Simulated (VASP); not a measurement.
A run of VASP 6.6.1 is set up as follows.

Contents of INCAR:

```
SYSTEM = Mo
ALGO = Fast ; EDIFF = 1E-7
ENCUT = 520 ; GGA = PE
ISIF = 2 ; ISMEAR = 0
LASPH = .True. ; LCHARG = .False.
LREAL = .False. ; LWAVE = .False.
NBANDS = 13 ; NELM = 80
PREC = Accurate ; SIGMA = 0.15
```

The input KPOINTS:

```
k-points
0
Gamma
  22 22 22
  0 0 0
```

Contents of POSCAR:

```
Mo
1.0
   -1.5710000000      1.5710000000      1.5474350000
    1.5710000000     -1.5710000000      1.5474350000
    1.5710000000      1.5710000000     -1.5474350000
Mo
1
Direct
    0.0000000000      0.0000000000      0.0000000000
```

Potentials or basis: VASP PAW PBE potentials, release 64 (Mo_sv).

Command:

```console
$ cat potpaw_PBE.64/Mo_sv/POTCAR > POTCAR
$ mpirun -np 1 vasp_std > vasp.out
```

Problem. Predict the pressure.

Solution. 9.8 GPa.

Problem. Estimate the band gap on the k mesh.

Solution. Zero (bands 7 and 8 overlap by 5.46 eV).

Stress tensor (GPa, compression positive):
```
 8.13  0.00  0.00
 0.00  8.13  0.00
 0.00  0.00 13.02
```

Caveat: the cell differs from its parent crystal (strain +0.000 along x and y, -0.015 along z); the cell stands under pressure.
